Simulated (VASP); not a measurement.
Wanted: the native input for a VASP 6.6.1 run.

```
Task                   : single point
Functional             : LDA
Potentials or basis    : VASP PAW LDA potentials, release 64 (As)
Cutoff                 : 500 eV
k mesh                 : 10 × 10 × 10
Occupations            : fermi-dirac, width 0.6 eV
Spin                   : no spin polarisation
Dipole correction      : no
Further INCAR settings : ALGO = Normal; EDIFF = 1e-06; NBANDS = 12
```

The structure of As lies in POSCAR:

```
As
1.0
    1.8799878575      1.0854114956      3.3276505507
   -1.8799878575      1.0854114956      3.3276505507
    0.0000000000     -2.1708229912      3.3276505507
As
2
Direct
    0.7695128170      0.7695128170      0.7695128170
    0.2304871830      0.2304871830      0.2304871830
```

These files were run (other wordings do the same):

INCAR

```
SYSTEM = As
ALGO     = Normal         ! electronic algorithm
EDIFF    = 1E-6           ! SCF threshold, eV
ENCUT    = 500            ! plane-wave cutoff, eV
GGA_COMPAT= .False.      
ISIF     = 2              ! what is computed and relaxed
ISMEAR   = -1             ! smearing method
LASPH    = .True.         ! aspherical terms in the spheres
LCHARG   = .False.        ! write CHGCAR
LREAL    = .False.        ! projectors in reciprocal space
LWAVE    = .False.        ! write WAVECAR
NBANDS   = 12             ! bands
NELM     = 120            ! most SCF steps
PREC     = Accurate       ! precision mode
SIGMA    = 0.6            ! smearing width, eV
```

KPOINTS

```
k-points
0
Gamma
  10 10 10
  0 0 0
```

Potentials or basis: VASP PAW LDA potentials, release 64 (As).

Run with:

```console
$ cat potpaw_LDA.64/As/POTCAR > POTCAR
$ mpirun -np 1 vasp_std > vasp.out
```

It gave:

```yaml
Pressure: 1.7 GPa
Largest_force: 0.398 eV/Å
Band_gap_on_the_k_mesh: zero (band 5 reaches 5.96 eV, above the bottom of band 6 at 5.71 eV)
```

It took 70 s on 1 thread of Intel Xeon 8259CL (shared host), peak memory 0.17 GiB.
